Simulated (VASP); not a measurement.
# BeTe (F-43m) in VASP: further runs

Aim: see how the results for BeTe move with the level of theory and the settings. Levels: LDA, PBE+D3(BJ), RPBE+D4. Tasks: single point.

Program: VASP 6.6.1. These are calculated values, not measurements. Logs are shortened: lines on timing, memory, paths and dates and some standing lists are left out, and cuts for length are marked.

### Step 1. The cell of the first run

It takes space group F-43m (No. 216, cubic). The conventional cell has a = 5.503 Å, b = 5.503 Å, c = 5.503 Å, α = 90.00°, β = 90.00°, γ = 90.00°. Within 3.1 Å of Te (site symmetry -43m) lie 4 Be at 2.38 Å. Be (site symmetry -43m) has 4 Te at 2.38 Å within 3.1 Å.

### Step 2. Single point, LDA

Input file INCAR:

```
  PREC = Accurate
  ENCUT = 520
  EDIFF = 1E-6
  ISMEAR = -1
  SIGMA = 0.05
  LREAL = F
  LASPH = T
  NELM = 80
  ALGO = Normal
  ISIF = 2
  LWAVE = F
  LCHARG = T
  LELF = T
  LVHAR = T
  NBANDS = 11
```

Input file KPOINTS:

```
regular mesh
0
Gamma
  8 8 8
```

Input file POSCAR:

```
BeTe
1.0
    0.0000000000      2.7514088358      2.7514088358
    2.7514088358      0.0000000000      2.7514088358
    2.7514088358      2.7514088358      0.0000000000
Te Be
1 1
Direct
    0.7500000000      0.7500000000      0.7500000000
    0.0000000000      0.0000000000      0.0000000000
```

Potentials or basis: VASP PAW LDA potentials, release 64 (Te, Be).

Started as:

```bash
$ cat potpaw_LDA.64/Te/POTCAR potpaw_LDA.64/Be/POTCAR > POTCAR
$ mpirun -np 1 vasp_std > vasp.out
```

OUTCAR:

```text
PREC = Accurate
   ENCUT = 520
   EDIFF = 1E-6
   ISMEAR = -1
   LREAL = F
   LASPH = T
   NELM = 80
   ISIF = 2

 ion  position               nearest neighbor table
   1  0.750  0.750  0.750-   2 2.38   2 2.38   2 2.38   2 2.38
   2  0.000  0.000  0.000-   1 2.38   1 2.38   1 2.38   1 2.38

  LATTYP: Found a face centered cubic cell.
 ALAT       =     5.5028176716

  Lattice vectors:

 A1 = (   0.0000000000,   2.7514088358,   2.7514088358)
 A2 = (   2.7514088358,   0.0000000000,   2.7514088358)
 A3 = (   2.7514088358,   2.7514088358,   0.0000000000)

Analysis of symmetry for initial positions (statically):
=====================================================================
 Subroutine PRICEL returns:
 Original cell was already a primitive cell.

 Routine SETGRP: Setting up the symmetry group for a
 face centered cubic supercell.

 Subroutine GETGRP returns: Found 24 space group operations
 (whereof 24 operations were pure point group operations)
 out of a pool of 48 trial point group operations.

The static configuration has the point symmetry T_d .

Analysis of symmetry for dynamics (positions and initial velocities):
=====================================================================
 Subroutine PRICEL returns:
 Original cell was already a primitive cell.

 Routine SETGRP: Setting up the symmetry group for a
 face centered cubic supercell.

 Subroutine GETGRP returns: Found 24 space group operations
 (whereof 24 operations were pure point group operations)
 out of a pool of 48 trial point group operations.

The dynamic configuration has the point symmetry T_d .

 Subroutine INISYM returns: Found 24 space group operations
 (whereof 24 operations are pure point group operations),
 and found     1 'primitive' translations

----------------------------------------------------------------------------------------

                                     Primitive cell

  volume of cell :      41.6577

  direct lattice vectors                    reciprocal lattice vectors
     0.000000000  2.751408836  2.751408836    -0.181725083  0.181725083  0.181725083
     2.751408836  0.000000000  2.751408836     0.181725083 -0.181725083  0.181725083
     2.751408836  2.751408836  0.000000000     0.181725083  0.181725083 -0.181725083

  length of vectors
     3.891079691  3.891079691  3.891079691     0.314757077  0.314757077  0.314757077

  position of ions in fractional coordinates (direct lattice)
     0.750000000  0.750000000  0.750000000
     0.000000000  0.000000000  0.000000000

[... 85 lines left out ...]
   TEBEG  =    0.0;   TEEND  =   0.0 temperature during run
   PSTRESS=    0.0 pullay stress
   NELECT =       8.0000    total number of electrons
   NUPDOWN=      -1.0000    fix difference up-down
   EMIN   =  10.00;   EMAX   =-10.00  energy-range for DOS
   EFERMI =   0.00;   METHOD = LEGACY
   ISMEAR =    -1;   SIGMA  =   0.05  broadening in eV -4-tet -1-fermi 0-gaus
   EFERMI_NEDOS =   21; number of points for ismear=-14 and -15
   IALGO  =     38    algorithm
   IMIX   =      4    mixing-type and parameters
     AMIX     =   0.40;   BMIX     =  1.00
     AMIX_MAG =   1.60;   BMIX_MAG =  1.00
  volume/ion in A,a.u.               =      20.83       140.56
  Fermi-wavevector in a.u.,A,eV,Ry     =   0.944510  1.784864 12.137735  0.892098
  Thomas-Fermi vector in A             =   2.072321
   LORBIT       =      0    0 simple, 1 ext, 2 COOP (PROOUT), +10 PAW based schemes
   GGA     = CA    functional components
   LHFCALC =     F    Hartree Fock is set to
   AEXX    =    0.0000 exact exchange contribution
   IVDW    =     0    specifies the selected vdW correction
   LEPSILON=     F    determine dielectric tensor
   LRPA    =     F    only Hartree local field effects (RPA)
 non-spin polarized calculation
  energy-cutoff  :      520.00
  volume of cell :       41.66
 maximum number of plane-waves:      1139
 NGX is ok and might be reduce to    30
   NGX = 15   NGY = 15   NGZ = 15

 number of electron       8.0000000 magnetization

 Free energy of the ion-electron system (eV)
  ---------------------------------------------------
  ext. energy  EPLUGINS =         0.00000000
  ---------------------------------------------------
  free energy    TOTEN  =        -8.71747615 eV

  energy without entropy =       -8.71747615  energy(sigma->0) =       -8.71747615

 E-fermi :   6.6011     XC(G=0):  -9.5415

 val. band max:        5.7527696362   @ k =   0.0000   0.0000   0.0000
 cond. band min:       7.4518540762   @ k =   0.5000   0.5000   0.0000
 fundamental gap:      1.6990844401
 Fermi energy:         6.6010584423

 k-point     1 :       0.0000    0.0000    0.0000
  band No.  band energies     occupation
      1      -7.0421      2.00000
      2       5.7528      2.00000
      3       5.7528      2.00000
      4       5.7528      2.00000
      5       9.2751      0.00000
      6       9.2751      0.00000
      7       9.2751      0.00000
      8       9.9984      0.00000
      9      14.0397      0.00000
     10      16.1346      0.00000
     11      16.1346      0.00000
[... 309 lines left out ...]
 k-point    24 :      -0.3750    0.2500    0.1250
  band No.  band energies     occupation
      1      -5.2591      2.00000
      2       0.2276      2.00000
      3       2.6077      2.00000
      4       3.6345      2.00000
      5       9.8543      0.00000
      6      10.1947      0.00000
      7      12.5890      0.00000
      8      13.6504      0.00000
      9      14.2850      0.00000
     10      17.4024      0.00000
     11      17.7997      0.00000

 [... further k-points ...]

------------------------ aborting loop because EDIFF is reached ----------------------------------------

  FORCE on cell =-STRESS in cart. coord.  units (eV):
  Direction    XX          YY          ZZ          XY          YZ          ZX
  --------------------------------------------------------------------------------------
  -------------------------------------------------------------------------------------
  Total        0.5733797      0.5733797      0.5733797      0.0000000     -0.0000000     -0.0000000
  in kB       22.0524857     22.0524857     22.0524857      0.0000000     -0.0000000     -0.0000000
  external PRESSURE =      22.0524857 kB  Pullay stress =       0.0000000 kB

 VOLUME and BASIS-vectors are now :
 -----------------------------------------------------------------------------
  energy-cutoff  :      520.00
  volume of cell :       41.66
      direct lattice vectors                 reciprocal lattice vectors
     0.000000000  2.751408836  2.751408836    -0.181725083  0.181725083  0.181725083
     2.751408836  0.000000000  2.751408836     0.181725083 -0.181725083  0.181725083
     2.751408836  2.751408836  0.000000000     0.181725083  0.181725083 -0.181725083

 POSITION                                       TOTAL-FORCE (eV/Angst)
 -----------------------------------------------------------------------------------
      4.12711      4.12711      4.12711        -0.000000     -0.000000     -0.000000
      0.00000      0.00000      0.00000         0.000000      0.000000      0.000000
 -----------------------------------------------------------------------------------
    total drift:                               -0.000000     -0.000000     -0.000000

  FREE ENERGIE OF THE ION-ELECTRON SYSTEM (eV)
  ---------------------------------------------------
  free  energy   TOTEN  =        -8.7174761527 eV

  energy  without entropy=       -8.7174761518  energy(sigma->0) =       -8.71747615
```

OSZICAR:

```text
N       E                     dE             d eps       ncg     rms          rms(c)
DAV:   1     0.187697067282E+02    0.18770E+02   -0.33494E+03   638   0.599E+02
DAV:   2    -0.784185864461E+01   -0.26612E+02   -0.25863E+02   881   0.938E+01
DAV:   3    -0.895170472985E+01   -0.11098E+01   -0.11081E+01   807   0.197E+01
DAV:   4    -0.896297806838E+01   -0.11273E-01   -0.11273E-01   735   0.231E+00
DAV:   5    -0.896318049411E+01   -0.20243E-03   -0.20242E-03   778   0.294E-01    0.469E+00
DAV:   6    -0.877744427568E+01    0.18574E+00   -0.21125E-01   707   0.168E+00    0.272E+00
DAV:   7    -0.871836719994E+01    0.59077E-01   -0.15236E-01   743   0.161E+00    0.512E-01
DAV:   8    -0.871741114953E+01    0.95605E-03   -0.72391E-03   700   0.469E-01    0.125E-01
DAV:   9    -0.871746905946E+01   -0.57910E-04   -0.23075E-04   785   0.966E-02    0.545E-02
DAV:  10    -0.871747664554E+01   -0.75861E-05   -0.24599E-05   683   0.242E-02    0.200E-02
DAV:  11    -0.871747615268E+01    0.49287E-06   -0.14145E-06   654   0.647E-03
   1 F= -.87174762E+01 E0= -.87174762E+01  d E =-.915957E-09
```

stdout:

```text
POSCAR found type information on POSCAR TeBe
 POSCAR found :  2 types and       2 ions
 scaLAPACK will be used
 LDA part: xc-table for (Slater(with rela. corr.)+CA(PZ))
 , standard interpolation
 POSCAR, INCAR and KPOINTS ok, starting setup
 FFT: planning ... GRIDC
 FFT: planning ... GRID_SOFT
 FFT: planning ... GRID
 WAVECAR not read
 entering main loop
```

It took 25 s on 1 thread of Intel Xeon 8259CL, shared host; peak memory 0.15 GiB.

What came out:

```yaml
Free_energy: -8.7175 eV
Pressure: 2.2 GPa
Band_gap_on_the_k_mesh: 1.70 eV, indirect (least direct gap 3.52 eV)
```

Levels at points of the mesh, in eV from the valence-band top:
| k point | band 1 | band 2 | band 3 | band 4 | band 5 | band 6 | band 7 | band 8 | band 9 |
| --- | --- | --- | --- | --- | --- | --- | --- | --- | --- |
| (0.00, 0.00, 0.00) | -12.79 | 0.00 | 0.00 | 0.00 | 3.52 | 3.52 | 3.52 | 4.25 | 8.29 |
| (0.50, 0.00, 0.00) | -11.28 | -5.99 | -1.25 | -1.25 | 3.25 | 4.52 | 4.52 | 7.62 | 11.06 |
| (0.50, 0.50, 0.00) | -10.73 | -5.46 | -2.91 | -2.91 | 1.70 | 2.55 | 10.04 | 10.04 | 11.77 |

Caveat: spin-orbit coupling is left out, which moves the levels of the heavy elements. A k mesh can miss the band edges.

### Step 3. Single point, PBE+D3(BJ)

This run uses another cell than the first one, of 21.73 Å³/atom, 1.043 times its volume.

Input file INCAR:

```
PREC = Accurate
ENCUT = 520
EDIFF = 1E-7
ISMEAR = -1
SIGMA = 0.05
LREAL = F
LASPH = T
NELM = 80
ALGO = Normal
ISIF = 2
LWAVE = F
LCHARG = T
GGA = PE
IVDW = 12
LELF = T
LVHAR = T
NBANDS = 11
```

KPOINTS is that of step 2.

Input file POSCAR:

```
BeTe
1.0
    0.0000000000      2.7907213413      2.7907213413
    2.7907213413      0.0000000000      2.7907213413
    2.7907213413      2.7907213413      0.0000000000
Te Be
1 1
Direct
    0.7500000000      0.7500000000      0.7500000000
    0.0000000000      0.0000000000      0.0000000000
```

Potentials or basis: VASP PAW PBE potentials, release 64 (Te, Be).

Started as:

```bash
$ cat potpaw_PBE.64/Te/POTCAR potpaw_PBE.64/Be/POTCAR > POTCAR
$ mpirun -np 1 vasp_std > vasp.out
```

It took 36 s on 1 thread of Intel Xeon 8259CL, shared host; peak memory 0.18 GiB.

Results (log left out):

```
Free energy                : -8.3033 eV
Pressure                   : 0.2 GPa
Band gap on the k mesh     : 1.91 eV, indirect (least direct gap 3.59 eV)
Dispersion energy per atom : -0.348 eV
```

Levels at points of the mesh, in eV from the valence-band top:
```csv
k point,band 1,band 2,band 3,band 4,band 5,band 6,band 7,band 8
"(0.00, 0.00, 0.00)",-12.48,0.00,0.00,0.00,3.59,3.59,3.59,4.02
"(0.50, 0.00, 0.00)",-11.07,-5.72,-1.18,-1.18,3.15,4.58,4.58,7.81
"(0.50, 0.50, 0.00)",-10.55,-5.26,-2.75,-2.75,1.91,2.63,9.88,9.88
```

Caveat: spin-orbit coupling is left out, which moves the levels of the heavy elements. A k mesh can miss the band edges.

### Step 4. Single point, RPBE+D4

Input file INCAR:

```
PREC     = Accurate       # precision mode
ENCUT    = 520            # plane-wave cutoff, eV
EDIFF    = 1E-6           # SCF threshold, eV
ISMEAR   = -1             # smearing method
SIGMA    = 0.05           # smearing width, eV
LREAL    = F              # projectors in reciprocal space
LASPH    = T              # aspherical terms in the spheres
NELM     = 80             # most SCF steps
ALGO     = Normal         # electronic algorithm
ISIF     = 2              # what is computed and relaxed
LWAVE    = F              # write WAVECAR
LCHARG   = T              # write CHGCAR
GGA      = RP             # functional
IVDW     = 13             # dispersion correction
LELF     = T              # ELF
LVHAR    = T            
NBANDS   = 11             # bands
```

Input file KPOINTS:

```
Automatic mesh
0
Gamma
  8 8 8
```

Input file POSCAR:

```
BeTe
1.0
    0.0000000000      2.7514088358      2.7514088358
    2.7514088358      0.0000000000      2.7514088358
    2.7514088358      2.7514088358      0.0000000000
Te Be
1 1
Direct
    0.7500000000      0.7500000000      0.7500000000
    0.0000000000      0.0000000000      0.0000000000
```

Started as:

```bash
$ cat potpaw_PBE.64/Te/POTCAR potpaw_PBE.64/Be/POTCAR > POTCAR
$ mpirun -np 1 vasp_std > vasp.out
```

Wall time 29 s (1 thread of Intel Xeon 8259CL, shared host); peak memory 0.17 GiB.

Results (log left out):

- Free energy: -8.2560 eV
- Pressure: 2.2 GPa
- Band gap on the k mesh: 1.87 eV, indirect (least direct gap 3.56 eV)
- Dispersion energy per atom: -0.661 eV

Levels at points of the mesh, in eV from the valence-band top:
```csv
k point,band 1,band 2,band 3,band 4,band 5,band 6,band 7,band 8
"(0.00, 0.00, 0.00)",-12.76,0.00,0.00,0.00,3.56,3.56,3.56,4.43
"(0.50, 0.00, 0.00)",-11.23,-5.99,-1.25,-1.25,3.30,4.57,4.57,7.91
"(0.50, 0.50, 0.00)",-10.66,-5.51,-2.91,-2.91,1.87,2.59,10.21,10.21
```

Caveat: the PAW data sets were made with another functional, which shifts forces and pressure a little; spin-orbit coupling is left out, which moves the levels of the heavy elements.

### Step 5. Single point, RPBE+D4

This run uses another cell than the first one, of 21.25 Å³/atom, 1.020 times its volume.

Input file INCAR:

```
SYSTEM = BeTe
PREC = Accurate ; ENCUT = 520
EDIFF = 1E-7 ; ISMEAR = -1
SIGMA = 0.05 ; LREAL = .False.
LASPH = .True. ; NELM = 100
ALGO = Normal ; ISIF = 2
LWAVE = .False. ; LCHARG = .False.
GGA = RP ; IVDW = 13
NBANDS = 11
```

Input file KPOINTS:

```
Automatic mesh
0
Gamma
  8 8 8
  0 0 0
```

Input file POSCAR:

```
BeTe
1.0
    0.0000000000      2.7700000000      2.7700000000
    2.7700000000      0.0000000000      2.7700000000
    2.7700000000      2.7700000000      0.0000000000
Te Be
1 1
Direct
    0.7500000000      0.7500000000      0.7500000000
    0.0000000000      0.0000000000      0.0000000000
```

Started as:

```bash
$ cat potpaw_PBE.64/Te/POTCAR potpaw_PBE.64/Be/POTCAR > POTCAR
$ mpirun -np 1 vasp_std > vasp.out
```

It took 34 s on 1 thread of Intel Xeon 8259CL, shared host; peak memory 0.17 GiB.

It converged, with:

```yaml
Free_energy: -8.2640 eV
Pressure: 0.8 GPa
Band_gap_on_the_k_mesh: 1.93 eV, indirect (least direct gap 3.59 eV)
Dispersion_energy_per_atom: -0.647 eV
```

Levels at points of the mesh, in eV from the valence-band top:
| k point | band 1 | band 2 | band 3 | band 4 | band 5 | band 6 | band 7 | band 8 |
| --- | --- | --- | --- | --- | --- | --- | --- | --- |
| (0.00, 0.00, 0.00) | -12.62 | 0.00 | 0.00 | 0.00 | 3.59 | 3.59 | 3.59 | 4.28 |
| (0.50, 0.00, 0.00) | -11.14 | -5.85 | -1.22 | -1.22 | 3.25 | 4.59 | 4.59 | 7.93 |
| (0.50, 0.50, 0.00) | -10.59 | -5.39 | -2.83 | -2.83 | 1.93 | 2.63 | 10.08 | 10.08 |

Caveat: the PAW data sets were made with another functional, which shifts forces and pressure a little; spin-orbit coupling is left out, which moves the levels of the heavy elements. A k mesh can miss the band edges.

### Step 6. Summary

| level | potentials or basis | cell | gap on the mesh (eV) | pressure (GPa) |
| --- | --- | --- | --- | --- |
| LDA | VASP PAW LDA potentials, release 64 (Te, Be) | a = 3.891 Å, angles 60.0°, 2 atoms | 1.70 | 2.2 |
| PBE+D3(BJ) | VASP PAW PBE potentials, release 64 (Te, Be) | a = 3.947 Å, angles 60.0°, 2 atoms | 1.91 | 0.2 |
| RPBE+D4 | VASP PAW PBE potentials, release 64 (Te, Be) | a = 3.891 Å, angles 60.0°, 2 atoms | 1.87 | 2.2 |
| RPBE+D4 | VASP PAW PBE potentials, release 64 (Te, Be) | a = 3.917 Å, angles 60.0°, 2 atoms | 1.93 | 0.8 |

Alike in all rows: task single point; no spin polarisation; k mesh 8 × 8 × 8; cutoff (eV) 520; smearing fermi-dirac 0.05 eV.

Caveats: spin-orbit coupling is left out, which moves the levels of the heavy elements; the PAW data sets were made with another functional, which shifts forces and pressure a little (some runs).

Total energies depend on the potentials used, so only differences within one code and one set of settings carry meaning.
